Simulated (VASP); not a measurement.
# Ge (P6_3/mmc) in VASP: further runs

Ge is run at these levels: PBE; tasks: single point.

Everything below comes from runs of VASP 6.6.1. Logs are shortened: lines on timing, memory, paths and dates and some standing lists are left out, and cuts for length are marked.

## (1) The cell of the first run

It takes space group P6_3/mmc (No. 194, hexagonal). Conventional cell: a = 3.930 Å, b = 3.930 Å, c = 6.495 Å, α = 90.00°, β = 90.00°, γ = 120.00°. Ge (site symmetry 3m) has 4 Ge at 2.41 to 2.43 Å within 3.2 Å.

This isn't the form of Ge at room conditions, which is diamond.

## (2) Single point, PBE (21.72 Å³/atom)

Input file INCAR:

```
PREC     = Accurate       # precision mode
ENCUT    = 520            # plane-wave cutoff, eV
EDIFF    = 1E-6           # SCF threshold, eV
ISMEAR   = 0              # smearing method
SIGMA    = 0.1            # smearing width, eV
LREAL    = F              # projectors in reciprocal space
LASPH    = T              # aspherical terms in the spheres
NELM     = 60             # most SCF steps
ALGO     = Normal         # electronic algorithm
ISIF     = 2              # what is computed and relaxed
LWAVE    = F              # write WAVECAR
LCHARG   = T              # write CHGCAR
GGA      = PE             # functional
LELF     = T              # ELF
LVHAR    = T            
NBANDS   = 36             # bands
```

Input file KPOINTS:

```
regular mesh
0
Gamma
  12 12 6
```

Input file POSCAR:

```
Ge
1.0
    3.9296634416      0.0000000000      0.0000000000
   -1.9648317208      3.4031883688      0.0000000000
    0.0000000000      0.0000000000      6.4949904313
Ge
4
Direct
    0.6666666667      0.3333333333      0.0631637282
    0.3333333333      0.6666666667      0.5631637282
    0.6666666667      0.3333333333      0.4368362718
    0.3333333333      0.6666666667      0.9368362718
```

Potentials or basis: VASP PAW PBE potentials, release 64 (Ge_d).

Run with:

```sh
> cat potpaw_PBE.64/Ge_d/POTCAR > POTCAR
> mpirun -np 1 vasp_std > vasp.out
```

OUTCAR:

```text
PREC = Accurate
   ENCUT = 520
   EDIFF = 1E-6
   ISMEAR = 0
   LREAL = F
   LASPH = T
   NELM = 60
   ISIF = 2
   GGA = PE

 ion  position               nearest neighbor table
   1  0.667  0.333  0.063-   4 2.41   4 2.41   4 2.41   3 2.43
   2  0.333  0.667  0.563-   3 2.41   3 2.41   3 2.41   4 2.43
   3  0.667  0.333  0.437-   2 2.41   2 2.41   2 2.41   1 2.43
   4  0.333  0.667  0.937-   1 2.41   1 2.41   1 2.41   2 2.43

  LATTYP: Found a hexagonal cell.
 ALAT       =     3.9296634416
 C/A-ratio  =     1.6528108648

  Lattice vectors:

 A1 = (   3.9296634416,   0.0000000000,   0.0000000000)
 A2 = (  -1.9648317208,   3.4031883688,   0.0000000000)
 A3 = (   0.0000000000,   0.0000000000,   6.4949904313)

Analysis of symmetry for initial positions (statically):
=====================================================================
 Subroutine PRICEL returns:
 Original cell was already a primitive cell.

 Routine SETGRP: Setting up the symmetry group for a
 hexagonal supercell.

 Subroutine GETGRP returns: Found 24 space group operations
 (whereof 12 operations were pure point group operations)
 out of a pool of 24 trial point group operations.

The static configuration has the point symmetry D_3d.
 The point group associated with its full space group is D_6h.

Analysis of symmetry for dynamics (positions and initial velocities):
=====================================================================
 Subroutine PRICEL returns:
 Original cell was already a primitive cell.

 Routine SETGRP: Setting up the symmetry group for a
 hexagonal supercell.

 Subroutine GETGRP returns: Found 24 space group operations
 (whereof 12 operations were pure point group operations)
 out of a pool of 24 trial point group operations.

The dynamic configuration has the point symmetry D_3d.
 The point group associated with its full space group is D_6h.

 Subroutine INISYM returns: Found 24 space group operations
 (whereof 12 operations are pure point group operations),
 and found     1 'primitive' translations

----------------------------------------------------------------------------------------

                                     Primitive cell

  volume of cell :      86.8600

  direct lattice vectors                    reciprocal lattice vectors
     3.929663442  0.000000000  0.000000000     0.254474719  0.146921048  0.000000000
    -1.964831721  3.403188369  0.000000000     0.000000000  0.293842095  0.000000000
     0.000000000  0.000000000  6.494990431     0.000000000  0.000000000  0.153964815

  length of vectors
     3.929663442  3.929663442  6.494990431     0.293842095  0.293842095  0.153964815

  position of ions in fractional coordinates (direct lattice)
     0.666666667  0.333333333  0.063163728
     0.333333333  0.666666667  0.563163728
     0.666666667  0.333333333  0.436836272
     0.333333333  0.666666667  0.936836272

  ion indices of the primitive-cell ions
   primitive index   ion index
                 1           1
                 2           2
                 3           3
                 4           4

----------------------------------------------------------------------------------------

 KPOINTS: regular mesh

Automatic generation of k-mesh.
 Grid dimensions read from file:
 generate k-points for:   12   12    6

 Generating k-lattice:

  Cartesian coordinates                     Fractional coordinates (reciprocal lattice)
     0.021206227  0.012243421  0.000000000     0.083333333  0.000000000  0.000000000
     0.000000000  0.024486841  0.000000000     0.000000000  0.083333333  0.000000000
     0.000000000  0.000000000  0.025660802     0.000000000  0.000000000  0.166666667

  Length of vectors
     0.024486841  0.024486841  0.025660802

  Shift w.r.t. Gamma in fractional coordinates (k-lattice)
     0.000000000  0.000000000  0.000000000

 Subroutine IBZKPT returns following result:
 ===========================================

 Found     76 irreducible k-points:

 Following reciprocal coordinates:
            Coordinates               Weight
  0.000000  0.000000  0.000000      1.000000
  0.083333  0.000000  0.000000      6.000000
  0.166667  0.000000  0.000000      6.000000
  0.250000  0.000000  0.000000      6.000000
  0.333333  0.000000  0.000000      6.000000
  0.416667  0.000000  0.000000      6.000000
[... 16 lines left out ...]
  0.250000  0.000000  0.166667     12.000000
  0.333333  0.000000  0.166667     12.000000
 [... further k-points ...]
   k-points           NKPTS =     76   k-points in BZ     NKDIM =     76   number of bands    NBANDS=     36
   number of dos      NEDOS =    301   number of ions     NIONS =      4
   total plane-waves  NPLWV =  43200
   dimension x,y,z NGX =    30 NGY =   30 NGZ =   48
   dimension x,y,z NGXF=    60 NGYF=   60 NGZF=   96
   ions per type =               4
   NGX,Y,Z   is equivalent  to a cutoff of  12.69, 12.69, 12.29 a.u.
   NGXF,Y,Z  is equivalent  to a cutoff of  25.38, 25.38, 24.57 a.u.
 SYSTEM =  unknown system
   PREC   = accura    normal or accurate (medium, high low for compatibility)
   ISTART =      0    job   : 0-new  1-cont  2-samecut
   ICHARG =      2    charge: 1-file 2-atom 10-const
   ISPIN  =      1    spin polarized calculation?
   LNONCOLLINEAR =      F non collinear calculations
   LSORBIT =      F    spin-orbit coupling
   LASPH  =      T    aspherical Exc in radial PAW
   ENCUT  =  520.0 eV  38.22 Ry    6.18 a.u.   7.31  7.31 12.08*2*pi/ulx,y,z
   NELM   =     60;   NELMIN=  2; NELMDL= -5     # of ELM steps
   EDIFF  = 0.1E-05   stopping-criterion for ELM
   LREAL  =      F    real-space projection
   EDIFFG = 0.1E-04   stopping-criterion for IOM
   NSW    =      0    number of steps for IOM
   IBRION =     -1    ionic relax: 0-MD 1-quasi-New 2-CG
   NFREE  =      0    steps in history (QN), initial steepest desc. (CG)
   ISIF   =      2    stress and relaxation
   ISYM   =      2    0-nonsym 1-usesym 2-fastsym
   POTIM  = 0.5000    time-step for ionic-motion
   TEBEG  =    0.0;   TEEND  =   0.0 temperature during run
   PSTRESS=    0.0 pullay stress
   NELECT =      56.0000    total number of electrons
   NUPDOWN=      -1.0000    fix difference up-down
   EMIN   =  10.00;   EMAX   =-10.00  energy-range for DOS
   EFERMI =   0.00;   METHOD = LEGACY
   ISMEAR =     0;   SIGMA  =   0.10  broadening in eV -4-tet -1-fermi 0-gaus
   EFERMI_NEDOS =   21; number of points for ismear=-14 and -15
   IALGO  =     38    algorithm
   IMIX   =      4    mixing-type and parameters
     AMIX     =   0.40;   BMIX     =  1.00
     AMIX_MAG =   1.60;   BMIX_MAG =  1.00
  volume/ion in A,a.u.               =      21.72       146.54
  Fermi-wavevector in a.u.,A,eV,Ry     =   1.414265  2.672574 27.213643  2.000146
  Thomas-Fermi vector in A             =   2.535825
   LORBIT       =      0    0 simple, 1 ext, 2 COOP (PROOUT), +10 PAW based schemes
   GGA     = PE    functional components
   LHFCALC =     F    Hartree Fock is set to
   AEXX    =    0.0000 exact exchange contribution
   IVDW    =     0    specifies the selected vdW correction
   LEPSILON=     F    determine dielectric tensor
   LRPA    =     F    only Hartree local field effects (RPA)
 non-spin polarized calculation
 Gauss-broadening in eV      SIGMA  =   0.10
  energy-cutoff  :      520.00
  volume of cell :       86.86
 maximum number of plane-waves:      2364
 NGX is ok and might be reduce to    30
   NGX = 15   NGY = 15   NGZ = 25

 number of electron      55.9999960 magnetization

 Free energy of the ion-electron system (eV)
  ---------------------------------------------------
  ext. energy  EPLUGINS =         0.00000000
  ---------------------------------------------------
  free energy    TOTEN  =       -17.83192084 eV

  energy without entropy =      -17.83157593  energy(sigma->0) =      -17.83174838

 E-fermi :   5.5888     XC(G=0): -10.1206

 val. band max:        5.5435983766   @ k =   0.0000   0.0000   0.0000
 cond. band min:       5.6045891955   @ k =   0.0000   0.0000   0.0000
 fundamental gap:      0.0609908189
 Fermi energy:         5.5888121277

 k-point     1 :       0.0000    0.0000    0.0000
  band No.  band energies     occupation
      1     -19.5161      2.00000
      2     -19.5161      2.00000
      3     -19.4726      2.00000
      4     -19.4719      2.00000
      5     -19.4719      2.00000
      6     -19.4601      2.00000
[... 28 lines left out ...]
     35      10.1242      0.00000
     36      11.6976      0.00000

 k-point     2 :       0.0833    0.0000    0.0000
  band No.  band energies     occupation
      1     -19.5215      2.00000
      2     -19.5177      2.00000
      3     -19.4781      2.00000
      4     -19.4747      2.00000
      5     -19.4719      2.00000
      6     -19.4533      2.00000
[... 28 lines left out ...]
     35      10.4532      0.00000
     36      12.0563      0.00000

 k-point     3 :       0.1667    0.0000    0.0000
  band No.  band energies     occupation
      1     -19.5307      2.00000
      2     -19.5211      2.00000
      3     -19.4882      2.00000
      4     -19.4810      2.00000
      5     -19.4709      2.00000
      6     -19.4426      2.00000
[... 28 lines left out ...]
     35      11.2398      0.00000
     36      11.3072      0.00000
[... 742 lines left out ...]
 k-point    23 :       0.2500    0.0000    0.1667
  band No.  band energies     occupation
      1     -19.5333      2.00000
      2     -19.5220      2.00000
      3     -19.4961      2.00000
      4     -19.4905      2.00000
      5     -19.4708      2.00000
      6     -19.4354      2.00000
[... 28 lines left out ...]
     35      11.9085      0.00000
     36      12.2025      0.00000

 k-point    24 :       0.3333    0.0000    0.1667
  band No.  band energies     occupation
      1     -19.5342      2.00000
      2     -19.5235      2.00000
      3     -19.5054      2.00000
      4     -19.4947      2.00000
      5     -19.4625      2.00000
      6     -19.4296      2.00000
[... 28 lines left out ...]
     35      12.7329      0.00000
     36      13.3767      0.00000

 [... further k-points ...]

------------------------ aborting loop because EDIFF is reached ----------------------------------------

  FORCE on cell =-STRESS in cart. coord.  units (eV):
  Direction    XX          YY          ZZ          XY          YZ          ZX
  --------------------------------------------------------------------------------------
  -------------------------------------------------------------------------------------
  Total        3.7416834      3.7416834      3.7048589      0.0000000      0.0000000      0.0000000
  in kB       69.0172667     69.0172667     68.3380198      0.0000000      0.0000000      0.0000000
  external PRESSURE =      68.7908510 kB  Pullay stress =       0.0000000 kB

 VOLUME and BASIS-vectors are now :
 -----------------------------------------------------------------------------
  energy-cutoff  :      520.00
  volume of cell :       86.86
      direct lattice vectors                 reciprocal lattice vectors
     3.929663442  0.000000000  0.000000000     0.254474719  0.146921048  0.000000000
    -1.964831721  3.403188369  0.000000000     0.000000000  0.293842095  0.000000000
     0.000000000  0.000000000  6.494990431     0.000000000  0.000000000  0.153964815

 POSITION                                       TOTAL-FORCE (eV/Angst)
 -----------------------------------------------------------------------------------
      1.96483      1.13440      0.41025        -0.000000      0.000000     -0.003350
     -0.00000      2.26879      3.65774         0.000000     -0.000000     -0.003350
      1.96483      1.13440      2.83725        -0.000000      0.000000      0.003350
     -0.00000      2.26879      6.08474         0.000000     -0.000000      0.003350
 -----------------------------------------------------------------------------------
    total drift:                               -0.000000      0.000000     -0.000000

  FREE ENERGIE OF THE ION-ELECTRON SYSTEM (eV)
  ---------------------------------------------------
  free  energy   TOTEN  =       -17.8319208364 eV

  energy  without entropy=      -17.8315759294  energy(sigma->0) =      -17.83174838
```

Run time: 5.7 min. Hardware: 1 thread of AMD EPYC 7R13, shared host; peak memory 0.3 GiB.

What came out:

| Quantity | Value |
| --- | --- |
| Free energy | -17.8319 eV |
| Pressure | 6.9 GPa |
| Largest force | 0.003 eV/Å |
| Band gap on the k mesh | zero (filled and empty bands touch) |

Forces on the atoms (eV/Å):
```
Ge   0.000  0.000 -0.003
Ge   0.000  0.000 -0.003
Ge   0.000  0.000  0.003
Ge   0.000  0.000  0.003
```

Levels at points of the mesh, in eV from the Fermi level:
```tsv
k point	band 24	band 25	band 26	band 27	band 28	band 29	band 30	band 31	band 32	band 33
(0.00, 0.00, 0.00)	-1.68	-1.68	-0.32	-0.05	0.02	0.02	0.34	2.14	2.14	2.68
(0.50, 0.00, 0.00)	-7.00	-4.97	-3.36	-3.13	-1.64	0.37	1.69	3.43	3.60	4.32
(0.00, 0.00, 0.50)	-5.03	-1.02	-1.02	-1.02	-1.02	0.75	0.75	3.29	3.29	3.29
(0.50, 0.00, 0.50)	-8.19	-2.81	-2.81	-2.67	-2.67	0.44	0.44	1.96	1.96	6.13
```

Caveat: the cell stands under pressure; semilocal functionals underestimate gaps, and a narrow one can read as zero.

## (3) Single point, PBE (22.43 Å³/atom)

This run uses another cell than the first one, of 22.43 Å³/atom.

Input file INCAR:

```
ALGO = Normal
EDIFF = 1E-6
ENCUT = 520
GGA = PE
ISIF = 2
ISMEAR = 0
LASPH = True
LCHARG = False
LREAL = False
LWAVE = False
NBANDS = 36
NELM = 100
PREC = Accurate
SIGMA = 0.1
```

Input file KPOINTS:

```
k-points
0
Gamma
  12 12 6
```

Input file POSCAR:

```
Ge
1.0
    3.9738737680      0.0000000000      0.0000000000
   -1.9869368840      3.4414756345      0.0000000000
    0.0000000000      0.0000000000      6.5606603583
Ge
4
Direct
    0.6666666667      0.3333333333      0.0629628726
    0.3333333333      0.6666666667      0.5629628726
    0.6666666667      0.3333333333      0.4370371274
    0.3333333333      0.6666666667      0.9370371274
```

Potentials or basis: VASP PAW PBE potentials, release 64 (Ge_d).

Run with:

```sh
> cat potpaw_PBE.64/Ge_d/POTCAR > POTCAR
> mpirun -np 1 vasp_std > vasp.out
```

OUTCAR:

```text
EDIFF = 1E-6
   ENCUT = 520
   GGA = PE
   ISIF = 2
   ISMEAR = 0
   LASPH = True
   LREAL = False
   NELM = 100
   PREC = Accurate

 ion  position               nearest neighbor table
   1  0.667  0.333  0.063-   4 2.44   4 2.44   4 2.44   3 2.45
   2  0.333  0.667  0.563-   3 2.44   3 2.44   3 2.44   4 2.45
   3  0.667  0.333  0.437-   2 2.44   2 2.44   2 2.44   1 2.45
   4  0.333  0.667  0.937-   1 2.44   1 2.44   1 2.44   2 2.45

  LATTYP: Found a hexagonal cell.
 ALAT       =     3.9738737680
 C/A-ratio  =     1.6509483545

  Lattice vectors:

 A1 = (   3.9738737680,   0.0000000000,   0.0000000000)
 A2 = (  -1.9869368840,   3.4414756345,   0.0000000000)
 A3 = (   0.0000000000,   0.0000000000,   6.5606603583)

Analysis of symmetry for initial positions (statically):
=====================================================================
 Subroutine PRICEL returns:
 Original cell was already a primitive cell.

 Routine SETGRP: Setting up the symmetry group for a
 hexagonal supercell.

 Subroutine GETGRP returns: Found 24 space group operations
[... 169 lines left out ...]

  energy without entropy =      -17.93088808  energy(sigma->0) =      -17.93111391

 E-fermi :   5.2061     XC(G=0):  -9.9646

 val. band max:        5.2014443314   @ k =   0.0000   0.0000   0.1667
 cond. band min:       5.2615874320   @ k =   0.0000   0.0000   0.0000
 fundamental gap:      0.0601431006
 Fermi energy:         5.2061482463

 k-point     1 :       0.0000    0.0000    0.0000
  band No.  band energies     occupation
      1     -19.7864      2.00000
      2     -19.7864      2.00000
      3     -19.7469      2.00000
      4     -19.7463      2.00000
      5     -19.7463      2.00000
      6     -19.7338      2.00000
[... 925 lines left out ...]
     35      12.2428      0.00000
     36      12.8686      0.00000

 [... further k-points ...]

------------------------ aborting loop because EDIFF is reached ----------------------------------------

  FORCE on cell =-STRESS in cart. coord.  units (eV):
  Direction    XX          YY          ZZ          XY          YZ          ZX
  --------------------------------------------------------------------------------------
  -------------------------------------------------------------------------------------
  Total        2.3250591      2.3250591      2.3027466      0.0000000      0.0000000      0.0000000
  in kB       41.5181747     41.5181747     41.1197446      0.0000000      0.0000000      0.0000000
  external PRESSURE =      41.3853647 kB  Pullay stress =       0.0000000 kB

 VOLUME and BASIS-vectors are now :
 -----------------------------------------------------------------------------
  energy-cutoff  :      520.00
  volume of cell :       89.72
      direct lattice vectors                 reciprocal lattice vectors
     3.973873768  0.000000000  0.000000000     0.251643625  0.145286515  0.000000000
    -1.986936884  3.441475635  0.000000000     0.000000000  0.290573029  0.000000000
     0.000000000  0.000000000  6.560660358     0.000000000  0.000000000  0.152423681

 POSITION                                       TOTAL-FORCE (eV/Angst)
 -----------------------------------------------------------------------------------
      1.98694      1.14716      0.41308         0.000000      0.000000      0.002759
     -0.00000      2.29432      3.69341         0.000000      0.000000      0.002759
      1.98694      1.14716      2.86725         0.000000      0.000000     -0.002759
     -0.00000      2.29432      6.14758        -0.000000      0.000000     -0.002759
 -----------------------------------------------------------------------------------
    total drift:                               -0.000000      0.000000     -0.000000

  FREE ENERGIE OF THE ION-ELECTRON SYSTEM (eV)
  ---------------------------------------------------
  free  energy   TOTEN  =       -17.9313397412 eV

  energy  without entropy=      -17.9308880785  energy(sigma->0) =      -17.93111391
```

Wall time 5.6 min (1 thread of AMD EPYC 7R13, shared host); peak memory 0.31 GiB.

Results:

| Item | Value |
| --- | --- |
| Free energy | -17.9313 eV |
| Pressure | 4.1 GPa |
| Band gap on the k mesh | zero (bands 28 and 29 overlap by 0.06 eV) |

Forces on the atoms (eV/Å):
```
Ge   0.000  0.000  0.003
Ge   0.000  0.000  0.003
Ge   0.000  0.000 -0.003
Ge   0.000  0.000 -0.003
```

Levels at points of the mesh, in eV from the Fermi level:
```csv
k point,band 24,band 25,band 26,band 27,band 28,band 29,band 30,band 31,band 32,band 33
"(0.00, 0.00, 0.00)",-1.58,-1.58,-0.24,-0.10,0.06,0.06,0.09,2.20,2.20,2.70
"(0.50, 0.00, 0.00)",-6.86,-4.74,-3.19,-2.94,-1.54,0.46,1.64,3.50,3.65,4.30
"(0.00, 0.00, 0.50)",-4.90,-0.94,-0.94,-0.94,-0.94,0.69,0.69,3.32,3.32,3.32
"(0.50, 0.00, 0.50)",-8.00,-2.66,-2.66,-2.53,-2.53,0.48,0.48,2.04,2.04,6.10
```

Caveat: the cell stands under pressure; semilocal functionals underestimate gaps, and a narrow one can read as zero.

The gap in the log of VASP goes by the Fermi energy; the results here count the filled bands.